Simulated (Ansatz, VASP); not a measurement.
# BaTiO3 in VASP and in Ansatz

File INCAR:

```
ALGO = Normal
EDIFF = 1E-7
ENCUT = 520
GGA = PE
ISIF = 2
ISMEAR = 0
LASPH = True
LCHARG = True
LELF = True
LREAL = False
LVHAR = True
LWAVE = False
NBANDS = 28
NELM = 80
PREC = Accurate
SIGMA = 0.05
```

The input KPOINTS:

```
k-points
0
Gamma
  8 8 8
```

Contents of POSCAR:

```
BaTiO3
1.0
    3.8584625870      0.0000000000      0.0000000000
    0.0000000000      3.8584625870      0.0000000000
    0.0000000000      0.0000000000      3.6977388148
Ba Ti O
1 1 3
Direct
    0.0000000000      0.0000000000      0.0000000000
    0.5000000000      0.5000000000      0.5000000000
    0.5000000000      0.5000000000      0.0000000000
    0.5000000000      0.0000000000      0.5000000000
    0.0000000000      0.5000000000      0.5000000000
```

Input for Ansatz:

```yaml
crystal:
  lattice:
    - [3.858462587, 0.0, 0.0]
    - [0.0, 3.858462587, 0.0]
    - [0.0, 0.0, 3.6977388148]
  atoms:
    - { symbol: Ba, position: [0.0, 0.0, 0.0] }
    - { symbol: Ti, position: [0.5, 0.5, 0.5] }
    - { symbol: O, position: [0.5, 0.5, 0.0] }
    - { symbol: O, position: [0.5, 0.0, 0.5] }
    - { symbol: O, position: [0.0, 0.5, 0.5] }
basis:
  ecutwfc: 420
kpoints:
  mp_grid: { grid: [8, 8, 8] }
hamiltonian:
  xc: pbe
scf:
  occupations: { method: gaussian, width: 0.05 }
output:
  forces: true
  stress: true
  eigenvalues: true
```

Change from the starting cell: strain -0.040 along x and y, -0.080 along z, atoms carried along.

Alike in both runs: task single point; functional PBE; k mesh 8 × 8 × 8; occupations gaussian, width 0.05 eV; no spin polarisation.

|  | VASP | Ansatz |
| --- | --- | --- |
| version | VASP 6.6.1 | Ansatz 0.2.0 |
| potentials or method | VASP PAW PBE potentials, release 64 (Ba_sv, Ti_sv, O), cutoff 520 eV | scalar-relativistic, plane waves, PAW |
| valence electrons in the cell | 40 | 40 |

```tsv
	VASP	Ansatz	Ansatz less VASP
gap on the k mesh at the Fermi level (eV)	1.86	1.90	+0.039
least direct gap on the mesh (eV)	1.86	1.90	+0.039
pressure (GPa)	42.7	39.6	-3.17
traceless stress, the component that is largest in VASP (GPa)	11.12	10.86	-0.257
```

Both programs put the cell under a high pressure, so it lies far from rest at this level. The functional is the same, so the differences come from potentials, cutoffs and numerics.

Neither program's run includes spin-orbit coupling.
